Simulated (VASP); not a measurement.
# Ru (P6_3/mmc) in VASP: notebook, part 2 of 2

VASP 6.6.1.

### 3 Single point, LDA

This run uses another cell than the first one, of 13.08 Å³/atom, 1.010 times its volume.

Contents of INCAR:

```
  PREC = Accurate
  ENCUT = 600
  EDIFF = 1E-6
  ISMEAR = -1
  SIGMA = 0.05
  LREAL = F
  LASPH = T
  NELM = 120
  ALGO = Normal
  ISIF = 2
  LWAVE = F
  LCHARG = T
  LELF = T
  LVHAR = T
  NBANDS = 23
  GGA_COMPAT = F
```

Contents of KPOINTS:

```
regular mesh
0
Gamma
  9 9 5
```

Contents of POSCAR:

```
Ru
1.0
    2.6724726904      0.0000000000      0.0000000000
   -1.3362363452      2.3144292408      0.0000000000
    0.0000000000      0.0000000000      4.2291598813
Ru
2
Direct
    0.3333333333      0.6666666667      0.2500000000
    0.6666666667      0.3333333333      0.7500000000
```

Potentials or basis: VASP PAW LDA potentials, release 64 (Ru_sv).

Run with:

```
$ cat potpaw_LDA.64/Ru_sv/POTCAR > POTCAR
$ mpirun -np 1 vasp_std > vasp.out
```

OUTCAR:

```text
PREC = Accurate
   ENCUT = 600
   EDIFF = 1E-6
   ISMEAR = -1
   LREAL = F
   LASPH = T
   NELM = 120
   ISIF = 2

 ion  position               nearest neighbor table
   1  0.333  0.667  0.250-   2 2.62   2 2.62   2 2.62   2 2.62   2 2.62   2 2.62
   2  0.667  0.333  0.750-   1 2.62   1 2.62   1 2.62   1 2.62   1 2.62   1 2.62

  LATTYP: Found a hexagonal cell.
 ALAT       =     2.6724726904
 C/A-ratio  =     1.5824894662

  Lattice vectors:

 A1 = (   2.6724726904,   0.0000000000,   0.0000000000)
 A2 = (  -1.3362363452,   2.3144292408,   0.0000000000)
 A3 = (   0.0000000000,   0.0000000000,   4.2291598813)

Analysis of symmetry for initial positions (statically):
=====================================================================
 Subroutine PRICEL returns:
 Original cell was already a primitive cell.

 Routine SETGRP: Setting up the symmetry group for a
 hexagonal supercell.

 Subroutine GETGRP returns: Found 24 space group operations
 (whereof 12 operations were pure point group operations)
 out of a pool of 24 trial point group operations.

The static configuration has the point symmetry D_3d.
 The point group associated with its full space group is D_6h.

Analysis of symmetry for dynamics (positions and initial velocities):
=====================================================================
 Subroutine PRICEL returns:
 Original cell was already a primitive cell.

 Routine SETGRP: Setting up the symmetry group for a
 hexagonal supercell.

 Subroutine GETGRP returns: Found 24 space group operations
 (whereof 12 operations were pure point group operations)
 out of a pool of 24 trial point group operations.

The dynamic configuration has the point symmetry D_3d.
 The point group associated with its full space group is D_6h.

 Subroutine INISYM returns: Found 24 space group operations
 (whereof 12 operations are pure point group operations),
 and found     1 'primitive' translations

----------------------------------------------------------------------------------------

                                     Primitive cell

  volume of cell :      26.1584

  direct lattice vectors                    reciprocal lattice vectors
     2.672472690  0.000000000  0.000000000     0.374185302  0.216035985  0.000000000
    -1.336236345  2.314429241  0.000000000     0.000000000  0.432071969  0.000000000
     0.000000000  0.000000000  4.229159881     0.000000000  0.000000000  0.236453581

  length of vectors
     2.672472690  2.672472690  4.229159881     0.432071969  0.432071969  0.236453581

  position of ions in fractional coordinates (direct lattice)
     0.333333333  0.666666667  0.250000000
     0.666666667  0.333333333  0.750000000

  ion indices of the primitive-cell ions
   primitive index   ion index
                 1           1
                 2           2

----------------------------------------------------------------------------------------

 KPOINTS: regular mesh

Automatic generation of k-mesh.
 Grid dimensions read from file:
 generate k-points for:    9    9    5

 Generating k-lattice:

  Cartesian coordinates                     Fractional coordinates (reciprocal lattice)
     0.041576145  0.024003998  0.000000000     0.111111111  0.000000000  0.000000000
     0.000000000  0.048007997  0.000000000     0.000000000  0.111111111  0.000000000
     0.000000000  0.000000000  0.047290716     0.000000000  0.000000000  0.200000000

  Length of vectors
     0.048007997  0.048007997  0.047290716

  Shift w.r.t. Gamma in fractional coordinates (k-lattice)
     0.000000000  0.000000000  0.000000000

 Subroutine IBZKPT returns following result:
 ===========================================

 Found     36 irreducible k-points:

 Following reciprocal coordinates:
            Coordinates               Weight
  0.000000  0.000000  0.000000      1.000000
  0.111111 -0.000000  0.000000      6.000000
  0.222222 -0.000000  0.000000      6.000000
  0.333333  0.000000  0.000000      6.000000
  0.444444 -0.000000  0.000000      6.000000
  0.111111  0.111111  0.000000      6.000000
[... 16 lines left out ...]
  0.333333  0.222222  0.200000     24.000000
  0.333333  0.333333  0.200000      4.000000
 [... further k-points ...]
   k-points           NKPTS =     36   k-points in BZ     NKDIM =     36   number of bands    NBANDS=     23
   number of dos      NEDOS =    301   number of ions     NIONS =      2
   total plane-waves  NPLWV =  20736
   dimension x,y,z NGX =    24 NGY =   24 NGZ =   36
   dimension x,y,z NGXF=    48 NGYF=   48 NGZF=   72
   ions per type =               2
   NGX,Y,Z   is equivalent  to a cutoff of  14.93, 14.93, 14.15 a.u.
   NGXF,Y,Z  is equivalent  to a cutoff of  29.86, 29.86, 28.30 a.u.
 SYSTEM =  unknown system
   PREC   = accura    normal or accurate (medium, high low for compatibility)
   ISTART =      0    job   : 0-new  1-cont  2-samecut
   ICHARG =      2    charge: 1-file 2-atom 10-const
   ISPIN  =      1    spin polarized calculation?
   LNONCOLLINEAR =      F non collinear calculations
   LSORBIT =      F    spin-orbit coupling
   LASPH  =      T    aspherical Exc in radial PAW
   ENCUT  =  600.0 eV  44.10 Ry    6.64 a.u.   5.34  5.34  8.45*2*pi/ulx,y,z
   NELM   =    120;   NELMIN=  2; NELMDL= -5     # of ELM steps
   EDIFF  = 0.1E-05   stopping-criterion for ELM
   LREAL  =      F    real-space projection
   EDIFFG = 0.1E-04   stopping-criterion for IOM
   NSW    =      0    number of steps for IOM
   IBRION =     -1    ionic relax: 0-MD 1-quasi-New 2-CG
   NFREE  =      0    steps in history (QN), initial steepest desc. (CG)
   ISIF   =      2    stress and relaxation
   ISYM   =      2    0-nonsym 1-usesym 2-fastsym
   POTIM  = 0.5000    time-step for ionic-motion
   TEBEG  =    0.0;   TEEND  =   0.0 temperature during run
   PSTRESS=    0.0 pullay stress
   NELECT =      32.0000    total number of electrons
   NUPDOWN=      -1.0000    fix difference up-down
   EMIN   =  10.00;   EMAX   =-10.00  energy-range for DOS
[... 5 lines left out ...]
     AMIX     =   0.40;   BMIX     =  1.00
     AMIX_MAG =   1.60;   BMIX_MAG =  1.00
  volume/ion in A,a.u.               =      13.08        88.26
  Fermi-wavevector in a.u.,A,eV,Ry     =   1.750872  3.308668 41.709377  3.065553
  Thomas-Fermi vector in A             =   2.821507
   LORBIT       =      0    0 simple, 1 ext, 2 COOP (PROOUT), +10 PAW based schemes
   GGA     = CA    functional components
   LHFCALC =     F    Hartree Fock is set to
   AEXX    =    0.0000 exact exchange contribution
   IVDW    =     0    specifies the selected vdW correction
   LEPSILON=     F    determine dielectric tensor
   LRPA    =     F    only Hartree local field effects (RPA)
 non-spin polarized calculation
  energy-cutoff  :      600.00
  volume of cell :       26.16
 maximum number of plane-waves:       899
 NGX is ok and might be reduce to    24
   NGX = 11   NGY = 11   NGZ = 17

 number of electron      32.0000003 magnetization

 Free energy of the ion-electron system (eV)
  ---------------------------------------------------
  ext. energy  EPLUGINS =         0.00000000
  ---------------------------------------------------
  free energy    TOTEN  =       -21.43298782 eV

  energy without entropy =      -21.42064192  energy(sigma->0) =      -21.42681487

 E-fermi :  15.8383     XC(G=0): -14.7497

 val. band max:       15.8207971337   @ k =   0.1111   0.1111   0.4000
 cond. band min:      15.8450696766   @ k =   0.0000   0.0000   0.4000
 fundamental gap:      0.0242725430
 Fermi energy:        15.8382790525

 k-point     1 :       0.0000    0.0000    0.0000
  band No.  band energies     occupation
      1     -57.0951      2.00000
      2     -56.8507      2.00000
      3     -27.8684      2.00000
      4     -26.8139      2.00000
      5     -26.8139      2.00000
      6     -26.6201      2.00000
[... 15 lines left out ...]
     22      30.6124      0.00000
     23      33.1482      0.00000

 k-point     2 :       0.1111   -0.0000    0.0000
  band No.  band energies     occupation
      1     -57.0740      2.00000
      2     -56.8424      2.00000
      3     -27.8206      2.00000
      4     -26.9153      2.00000
      5     -26.8477      2.00000
      6     -26.7248      2.00000
[... 15 lines left out ...]
     22      31.4012      0.00000
     23      33.6626      0.00000
[... 544 lines left out ...]
     22      27.1410      0.00000
     23      29.4696      0.00000

 k-point    24 :       0.3333    0.3333    0.2000
  band No.  band energies     occupation
      1     -56.8304      2.00000
      2     -56.8304      2.00000
      3     -27.4795      2.00000
      4     -27.4581      2.00000
      5     -27.4581      2.00000
      6     -27.1400      2.00000
[... 15 lines left out ...]
     22      29.1347      0.00000
     23      29.5469      0.00000

 [... further k-points ...]
[... 5 lines left out ...]
  --------------------------------------------------------------------------------------
  -------------------------------------------------------------------------------------
  Total        0.1188215      0.1188215      0.1084632      0.0000000      0.0000000      0.0000000
  in kB        7.2777050      7.2777050      6.6432674      0.0000000      0.0000000      0.0000000
  external PRESSURE =       7.0662258 kB  Pullay stress =       0.0000000 kB

 VOLUME and BASIS-vectors are now :
 -----------------------------------------------------------------------------
  energy-cutoff  :      600.00
  volume of cell :       26.16
      direct lattice vectors                 reciprocal lattice vectors
     2.672472690  0.000000000  0.000000000     0.374185302  0.216035985  0.000000000
    -1.336236345  2.314429241  0.000000000     0.000000000  0.432071969  0.000000000
     0.000000000  0.000000000  4.229159881     0.000000000  0.000000000  0.236453581

 POSITION                                       TOTAL-FORCE (eV/Angst)
 -----------------------------------------------------------------------------------
     -0.00000      1.54295      1.05729         0.000000     -0.000000      0.000000
      1.33624      0.77148      3.17187        -0.000000      0.000000      0.000000
 -----------------------------------------------------------------------------------
    total drift:                               -0.000000      0.000000     -0.000000

  FREE ENERGIE OF THE ION-ELECTRON SYSTEM (eV)
  ---------------------------------------------------
  free  energy   TOTEN  =       -21.4329878243 eV

  energy  without entropy=      -21.4206419160  energy(sigma->0) =      -21.42681487
```

OSZICAR:

```text
N       E                     dE             d eps       ncg     rms          rms(c)
DAV:   1     0.467368434227E+03    0.46737E+03   -0.22551E+04  1656   0.180E+03
DAV:   2    -0.924963427189E+01   -0.47662E+03   -0.45755E+03  1866   0.578E+02
DAV:   3    -0.227069864509E+02   -0.13457E+02   -0.13250E+02  1915   0.109E+02
DAV:   4    -0.228222355550E+02   -0.11525E+00   -0.11524E+00  1922   0.109E+01
DAV:   5    -0.228238865311E+02   -0.16510E-02   -0.16510E-02  1992   0.126E+00    0.279E+01
DAV:   6    -0.215158115502E+02    0.13081E+01   -0.29490E+00  1803   0.170E+01    0.581E+00
DAV:   7    -0.214426832876E+02    0.73128E-01   -0.15891E-01  1950   0.326E+00    0.127E+00
DAV:   8    -0.214330603441E+02    0.96229E-02   -0.87622E-03  1775   0.118E+00    0.287E-01
DAV:   9    -0.214329898759E+02    0.70468E-04   -0.20579E-04  2294   0.156E-01    0.764E-02
DAV:  10    -0.214329880370E+02    0.18389E-05   -0.17904E-05  1852   0.358E-02    0.814E-03
DAV:  11    -0.214329878243E+02    0.21277E-06   -0.10148E-06  1297   0.117E-02
   1 F= -.21432988E+02 E0= -.21426815E+02  d E =-.123459E-01
```

stdout:

```text
POSCAR found type information on POSCAR Ru
 POSCAR found :  1 types and       2 ions
 scaLAPACK will be used
 LDA part: xc-table for (Slater(with rela. corr.)+CA(PZ))
 , standard interpolation
 POSCAR, INCAR and KPOINTS ok, starting setup
 FFT: planning ... GRIDC
 FFT: planning ... GRID_SOFT
 FFT: planning ... GRID
 WAVECAR not read
 entering main loop
```

Wall time 17 s (1 thread of Intel Xeon Platinum 8488C (Sapphire Rapids), shared host); peak memory 0.14 GiB.

Results:

- Free energy: -21.4330 eV
- Pressure: 0.7 GPa
- Band gap on the k mesh: zero (band 16 reaches 17.29 eV, above the bottom of band 17 at 14.04 eV)

Levels at points of the mesh, in eV from the Fermi level:
| k point | band 13 | band 14 | band 15 | band 16 | band 17 | band 18 | band 19 | band 20 |
| --- | --- | --- | --- | --- | --- | --- | --- | --- |
| (0.00, 0.00, 0.00) | -2.69 | -2.16 | -2.16 | -1.58 | -1.58 | 1.15 | 1.15 | 1.24 |
